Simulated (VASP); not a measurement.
## AgCl: single point with r2SCAN

AgCl:

```
Ag Cl
1.0
    -0.04160    2.77315    2.77315
     2.73155    0.00000    2.73155
     2.77315    2.77315   -0.04160
Ag Cl
1 1
Direct
  0.50000 0.50000 0.50000
  0.00000 0.00000 0.00000
```

This cell differs from its parent crystal: strain -0.0300 x Voigt [0, 0, 0, 0, 1, 0].

```json
{
 "Program": "VASP 6.6.1",
 "Task": "single point",
 "Functional": "r2SCAN",
 "Potentials or basis": "VASP PAW PBE potentials, release 64 (Ag, Cl)",
 "Cutoff": "520 eV",
 "k mesh": "8 × 8 × 8",
 "Occupations": "gaussian, width 0.05 eV",
 "Spin": "no spin polarisation"
}
```

```
Pressure               : -0.1 GPa
Band gap on the k mesh : 1.39 eV (least direct gap 3.68 eV)
```

Stress tensor (GPa, compression positive):
```
-0.11  0.00  0.16
 0.00 -0.12  0.00
 0.16  0.00 -0.11
```

Levels at points of the mesh, in eV from the valence-band top:
| k point | band 7 | band 8 | band 9 | band 10 | band 11 | band 12 |
| --- | --- | --- | --- | --- | --- | --- |
| (0.00, 0.00, 0.00) | -2.41 | -2.40 | -2.40 | 1.39 | 11.13 | 11.31 |
| (0.50, 0.00, 0.00) | -1.80 | -0.06 | -0.02 | 4.73 | 7.06 | 8.26 |
| (0.00, 0.50, 0.00) | -1.76 | -0.03 | 0.00 | 4.62 | 7.20 | 8.06 |
| (0.50, 0.50, 0.00) | -1.98 | -1.98 | -1.87 | 2.91 | 8.32 | 9.20 |
| (0.50, 0.00, 0.50) | -1.98 | -1.98 | -1.87 | 2.89 | 8.33 | 9.21 |

Wall time 7.2 min on 1 thread of Intel Xeon 8259CL (shared host), peak memory 0.21 GiB.

Caveat: the cell differs from its parent crystal (strain -0.0300 x Voigt [0, 0, 0, 0, 1, 0]); the PAW data sets were made with another functional, which shifts forces and pressure a little. A k mesh can miss the band edges.
